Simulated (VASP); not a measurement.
Here is a VASP 6.6.1 calculation.

INCAR

```
SYSTEM = CsBr
  PREC = Accurate
  ENCUT = 400
  EDIFF = 1E-8
  ISMEAR = -1
  SIGMA = 0.03
  LREAL = .FALSE.
  LASPH = .TRUE.
  NELM = 120
  ALGO = Normal
  ISIF = 2
  LWAVE = .FALSE.
  LCHARG = .FALSE.
  GGA = PE
  LEFG = .TRUE.
  NBANDS = 15
  GGA_COMPAT = .FALSE.
```

The input KPOINTS:

```
regular mesh
0
G
  6 6 6
  0 0 0
```

POSCAR

```
CsBr
1.0
    4.2860000000      0.0000000000      0.0000000000
    0.0000000000      4.2860000000      0.0000000000
    0.0000000000      0.0000000000      4.2860000000
Cs Br
1 1
Direct
    0.0000000000      0.0000000000      0.0000000000
    0.5000000000      0.5000000000      0.5000000000
```

Potentials or basis: VASP PAW PBE potentials, release 64 (Cs_sv, Br).

Run with:

```bash
$ cat potpaw_PBE.64/Cs_sv/POTCAR potpaw_PBE.64/Br/POTCAR > POTCAR
$ mpirun -np 1 vasp_std > vasp.out
```

Question: Predict the pressure.

Answer: 1.1 GPa.

Question: Predict the band gap on the k mesh.

Answer: 4.52 eV, direct.

Caveat: without QUAD_EFG the Cq values of the log hold for a quadrupole moment of 1 mb, not for the nuclei; spin-orbit coupling is left out, which moves the levels of the heavy elements. As with any semilocal functional, this PBE gap is likely too small.
